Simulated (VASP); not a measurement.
Set up this calculation in VASP 6.6.1, as the native input.

| Quantity | Value |
| --- | --- |
| Task | relaxation of cell and atoms |
| Functional | PBE |
| Potentials or basis | VASP PAW PBE potentials, release 64 (Be, H) |
| Cutoff | 600 eV |
| k mesh | 10 × 10 × 10 |
| Occupations | gaussian, width 0.1 eV |
| Spin | no spin polarisation |
| Dipole correction | no |
| Further INCAR settings | ALGO = Normal; EDIFF = 1e-06; IBRION = 2; EDIFFG = -0.01; NSW = 100; ISIF = 3 |

The structure of Be2H3 lies in POSCAR:

```
Be2H3
1.0
    0.0000000000      3.0423694645      3.0423694645
    3.0423694645      0.0000000000      3.0423694645
    3.0423694645      3.0423694645      0.0000000000
Be H
4 6
Direct
    0.6250000000      0.6250000000      0.6250000000
    0.6250000000      0.6250000000      0.1250000000
    0.6250000000      0.1250000000      0.6250000000
    0.1250000000      0.6250000000      0.6250000000
    0.1250000000      0.1250000000      0.1250000000
    0.1250000000      0.1250000000      0.6250000000
    0.1250000000      0.6250000000      0.1250000000
    0.6250000000      0.1250000000      0.1250000000
    0.2500000000      0.2500000000      0.2500000000
    0.0000000000      0.0000000000      0.0000000000
```

The input as run:

INCAR

```
PREC = Accurate
ENCUT = 600
EDIFF = 1E-6
ISMEAR = 0
SIGMA = 0.1
LREAL = False
LASPH = True
NELM = 100
ALGO = Normal
ISIF = 3
LWAVE = False
LCHARG = False
GGA = PE
IBRION = 2
NSW = 100
EDIFFG = -0.01
```

KPOINTS

```
regular mesh
0
Gamma
  10 10 10
```

Potentials or basis: VASP PAW PBE potentials, release 64 (Be, H).

Command:

```sh
$ cat potpaw_PBE.64/Be/POTCAR potpaw_PBE.64/H/POTCAR > POTCAR
$ mpirun -np 1 vasp_std > vasp.out
```

It gave:

| Quantity | Value |
| --- | --- |
| Pressure after relaxing | 0.1 GPa |
| Band gap on the k mesh | zero (band 7 reaches 7.20 eV, above the bottom of band 8 at 3.09 eV) |

Caveat: the relaxation stopped at its first step, so nothing moved.

Run time: 29 s on 1 thread of Intel(R) Xeon(R) Platinum 8124M CPU @ 3.00GHz (Skylake/Cascade Lake), on a shared host, peak memory 0.21 GiB.
